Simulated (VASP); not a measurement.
Set up this calculation in VASP 6.6.1, as the native input.

```yaml
Task: single point
Functional: PBEsol
Potentials_or_basis: VASP PAW PBE potentials, release 64 (Mo_sv, C)
Cutoff: 520 eV
k_mesh: 6 × 6 × 1
Occupations: gaussian, width 0.1 eV
Spin: no spin polarisation
Dipole_correction: yes
Further_INCAR_settings: ALGO = Normal; EDIFF = 1e-07; NBANDS = 53
```

The structure of Mo6C lies in POSCAR:

```
Mo6C
1.0
    4.4256825775      0.0000000000      0.0000000000
   -2.2128412887      3.8327535412      0.0000000000
    0.0000000000      0.0000000000     19.7247696083
Mo C
6 1
Direct
    0.6666666666      0.3333333333      0.2027907083
    0.3333333333      0.6666666667      0.2485904155
    0.0000000000      0.0000000000      0.2943901228
    0.6666666666      0.3333333333      0.3368101117
    0.3333333333      0.6666666667      0.3772266205
    0.0000000000      0.0000000000      0.4169767136
    0.4444444444      0.8888888889      0.4599571648
```

One way to write it, as run:

INCAR

```
ALGO = Normal ; DIPOL = 0.5 0.5 0.334
EDIFF = 1E-7 ; ENCUT = 520
GGA = PS ; IDIPOL = 3
ISIF = 2 ; ISMEAR = 0
LASPH = T ; LCHARG = F
LDIPOL = T ; LREAL = F
LWAVE = F ; NBANDS = 53
NELM = 60 ; PREC = Accurate
SIGMA = 0.1
```

KPOINTS

```
k-points
0
Gamma
  6 6 1
```

Potentials or basis: VASP PAW PBE potentials, release 64 (Mo_sv, C).

The run is started by

```console
$ cat potpaw_PBE.64/Mo_sv/POTCAR potpaw_PBE.64/C/POTCAR > POTCAR
$ mpirun -np 1 vasp_std > vasp.out
```

Results of the run:

```
Largest force          : 3.075 eV/Å
Band gap on the k mesh : zero (bands 44 and 45 overlap by 0.28 eV)
```

Caveat: the PAW data sets were made with another functional, which shifts forces and pressure a little.

It took 8.6 min on 1 thread of AMD EPYC 9R45 96-Core Processor (Zen 5) (shared host), peak memory 0.52 GiB.
